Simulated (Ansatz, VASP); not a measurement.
Two plane-wave programs on Ir

Contents of INCAR:

```
AGGAC    = 1.0          
AGGAX    = 1.0          
ALDAC    = 0.0          
ALDAX    = 1.0          
ALGO     = Normal         # electronic algorithm
EDIFF    = 1E-6           # SCF threshold, eV
ENCUT    = 560            # plane-wave cutoff, eV
GGA      = B5             # functional
GGA_COMPAT= F            
ISIF     = 2              # what is computed and relaxed
ISMEAR   = -1             # smearing method
LASPH    = T              # aspherical terms in the spheres
LCHARG   = F              # write CHGCAR
LREAL    = F              # projectors in reciprocal space
LWAVE    = F              # write WAVECAR
NBANDS   = 14             # bands
NELM     = 120            # most SCF steps
PREC     = Accurate       # precision mode
SIGMA    = 0.1            # smearing width, eV
```

The input KPOINTS:

```
k-points
0
Gamma
  16 16 16
```

The input POSCAR:

```
Ir
1.0
   -1.5619020926      1.5619020926      1.5619020926
    1.5619020926     -1.5619020926      1.5619020926
    1.5619020926      1.5619020926     -1.5619020926
Ir
1
Direct
    0.0000000000      0.0000000000      0.0000000000
```

Input for Ansatz:

```yaml
crystal:
  lattice:
    - [-1.5619020926, 1.5619020926, 1.5619020926]
    - [1.5619020926, -1.5619020926, 1.5619020926]
    - [1.5619020926, 1.5619020926, -1.5619020926]
  atoms:
    - { symbol: Ir, position: [0.0, 0.0, 0.0] }
hamiltonian:
  xc: blyp
  pseudopotentials:
    kind: paw
    azcp:
      Ir: "pseudopotentials/Ir.paw.azcp"
basis:
  ecutwfc: 420
  fft_grid_basis: typed
kpoints:
  mp_grid: { grid: [16, 16, 16], shift: [0, 0, 0] }
magnetization:
  spin_polarized: false
scf:
  occupations: { method: fermi_dirac, width: 0.1 }
  lower_state_search: "off"
output:
  stress: true
  write_density: true
  write_potential: true
  elf: true
  volumetric_format: npy
```

Alike in both runs: task single point; functional BLYP; k mesh 16 × 16 × 16; occupations fermi-dirac, width 0.1 eV; no spin polarisation.

|  | VASP | Ansatz |
| --- | --- | --- |
| version | VASP 6.6.1 | Ansatz 0.2.0 |
| potentials or method | VASP PAW PBE potentials, release 64 (Ir_sv_GW), cutoff 560 eV | plane waves (420 eV) with PAW, scalar-relativistic |
| valence electrons in the cell | 17 | 17 |

|  | VASP | Ansatz | Ansatz less VASP |
| --- | --- | --- | --- |
| pressure (GPa) | 11.5 | 11.7 | +0.26 |

VASP's potentials were made for PBE, not for BLYP. The functional is the same, so the differences come from potentials, cutoffs and numerics.

Spin-orbit coupling is off throughout.
